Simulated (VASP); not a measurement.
Si: single point with LDA

Si:

```
Si
1.0
     3.85901    0.00000    0.00000
    -1.92950    3.34200    0.00000
     0.00000    0.00000    6.25713
Si
4
Direct
  0.33333 0.66667 0.06170
  0.66667 0.33333 0.56170
  0.33333 0.66667 0.43830
  0.66667 0.33333 0.93830
```

This isn't the form of Si at room conditions, which is diamond.

```json
{"Program": "VASP 6.6.1", "Task": "single point", "Functional": "LDA", "Potentials or basis": "VASP PAW LDA potentials, release 64 (Si)", "Cutoff": "520 eV", "k mesh": "12 × 12 × 6", "Occupations": "gaussian, width 0.02 eV", "Spin": "no spin polarisation", "Dipole correction": "no", "Further INCAR settings": "ALGO = Normal; EDIFF = 1e-06; NBANDS = 16"}
```

```
Pressure               : -2.2 GPa
Band gap on the k mesh : 0.26 eV (least direct gap 0.73 eV)
```

Stress tensor (GPa, compression positive):
```
-3.27  0.00  0.00
 0.00 -3.27  0.00
 0.00  0.00  0.05
```

Levels at points of the mesh, in eV from the valence-band top:
```tsv
k point	band 6	band 7	band 8	band 9	band 10	band 11
(0.00, 0.00, 0.00)	-0.20	0.00	0.00	0.73	1.91	1.91
(0.50, 0.00, 0.00)	-3.09	-2.95	-1.40	0.26	2.30	3.05
(0.00, 0.00, 0.50)	-0.97	-0.97	-0.97	1.57	1.57	2.91
(0.50, 0.00, 0.50)	-2.43	-2.32	-2.32	0.86	0.86	1.69
```

Wall time 44 s on 1 thread of Intel(R) Xeon(R) Platinum 8488C (Sapphire Rapids) (shared host), peak memory 0.2 GiB.

A k mesh can miss the band edges.
